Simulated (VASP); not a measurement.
ZnSn2N2:

```
CELL_PARAMETERS angstrom
3.35233 0.00000 0.00000
0.00000 3.35233 0.00000
0.00000 0.00000 8.06421
ATOMIC_POSITIONS crystal
Zn 0.00000 0.00000 0.00000
Sn 0.50000 0.50000 0.69417
Sn 0.50000 0.50000 0.30583
N 0.50000 0.00000 0.14581
N 0.00000 0.50000 0.85419
```

| Quantity | Value |
| --- | --- |
| Program | VASP 6.6.1 |
| Task | relaxation of cell and atoms |
| Functional | LDA |
| Potentials or basis | VASP PAW LDA potentials, release 64 (Zn, Sn_d, N) |
| Cutoff | 600 eV |
| k mesh | 7 × 7 × 3 |
| Occupations | fermi-dirac, width 0.05 eV |
| Spin | no spin polarisation |

At the start: pressure -6.8 GPa; volume 18.13 Å³/atom.

How do energy, volume and symmetry change on relaxing?

Over 10 steps the energy falls by 30.1 meV/atom and the volume is 16.81 Å³/atom (-7.2 %); space group P-4m2 (No. 115, to 0.1 Å) before and after.

Step by step:
| step | energy change (eV) | largest force (eV/Å) | pressure (GPa) | volume (Å³) |
| --- | --- | --- | --- | --- |
| 1 | 0.0000 | 0.4649 | -6.82 | 90.63 |
| 2 | -0.0534 | 1.1716 | 6.09 | 80.88 |
| 3 | -0.1367 | 0.3913 | -0.41 | 84.91 |
| 4 | -0.1367 | 0.4108 | -0.22 | 84.80 |
| 5 | -0.1495 | 0.0808 | 0.10 | 83.87 |
| 6 | -0.1495 | 0.0735 | 0.07 | 83.92 |
| 7 | -0.1495 | 0.0649 | 0.18 | 83.91 |
| 8 | -0.1501 | 0.0695 | -0.22 | 84.08 |
| 9 | -0.1501 | 0.0711 | -0.32 | 84.12 |
| 10 | -0.1505 | 0.0466 | -0.25 | 84.06 |

Final structure:
```xyz
5
Lattice="3.2719 0.0000 0.0000 0.0000 3.2719 0.0000 0.0000 0.0000 7.8522" Properties=species:S:1:pos:R:3 pbc="T T T"
Zn    0.0000    0.0000    0.0000
Sn    1.6360    1.6360    5.4414
Sn    1.6360    1.6360    2.4109
N     1.6360    0.0000    1.1330
N     0.0000    1.6360    6.7192
```

Caveat: the relaxation stopped at a loose force limit of 0.05 eV/Å, so its end isn't a converged minimum.
